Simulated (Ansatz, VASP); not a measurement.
# Two plane-wave programs on K

Contents of POSCAR:

```
K
1.0
    0.0000000000      3.5000978353      3.5000978353
    3.5000978353      0.0000000000      3.5000978353
    3.5000978353      3.5000978353      0.0000000000
K
1
Direct
    0.0000000000      0.0000000000      0.0000000000
```

Contents of INCAR.step1:

```
SYSTEM = K
  PREC = Accurate
  ENCUT = 520
  ISMEAR = -1
  SIGMA = 0.1
  LREAL = .FALSE.
  LASPH = .TRUE.
  NELM = 100
  NBANDS = 10
  GGA = PE
  ALGO = Normal
  EDIFF = 1E-4
  LWAVE = .TRUE.
  LCHARG = .FALSE.
```

File INCAR.step2:

```
SYSTEM = K
  PREC = Accurate
  ENCUT = 520
  EDIFF = 1E-6
  ISMEAR = -1
  SIGMA = 0.1
  LREAL = .FALSE.
  LASPH = .TRUE.
  NELM = 100
  ALGO = Normal
  ISIF = 2
  LWAVE = .FALSE.
  LCHARG = .FALSE.
  METAGGA = R2SCAN
  LMIXTAU = .TRUE.
  NBANDS = 10
  ISTART = 1
```

The input KPOINTS:

```
Automatic mesh
0
G
  9 9 9
  0 0 0
```

Input for Ansatz:

```yaml
crystal:
  lattice:
    - [0.0, 3.5000978353, 3.5000978353]
    - [3.5000978353, 0.0, 3.5000978353]
    - [3.5000978353, 3.5000978353, 0.0]
  atoms:
    - { symbol: K, position: [0.0, 0.0, 0.0] }
hamiltonian:
  xc: r2scan
  pseudopotentials:
    kind: paw
    azcp:
      K: "pseudopotentials/K.paw.azcp"
basis:
  ecutwfc: 500
  fft_grid_basis: typed
kpoints:
  mp_grid: { grid: [9, 9, 9], shift: [0, 0, 0] }
magnetization:
  spin_polarized: false
scf:
  occupations: { method: fermi_dirac, width: 0.1 }
  lower_state_search: "off"
output:
  stress: true
```

Alike in both runs: task single point; functional r2SCAN; k mesh 9 × 9 × 9; occupations fermi-dirac, width 0.1 eV; no spin polarisation.

|  | VASP | Ansatz |
| --- | --- | --- |
| version | VASP 6.6.1 | Ansatz 0.2.0 |
| potentials or method | VASP PAW PBE potentials, release 64 (K_sv), cutoff 520 eV | plane waves (500 eV) with PAW, scalar-relativistic |
| valence electrons in the cell | 9 | 9 |

```tsv
	VASP	Ansatz	Ansatz less VASP
pressure (GPa)	-0.3	-0.3	+0.02
```

VASP's potentials were made for PBE, not for r2SCAN.
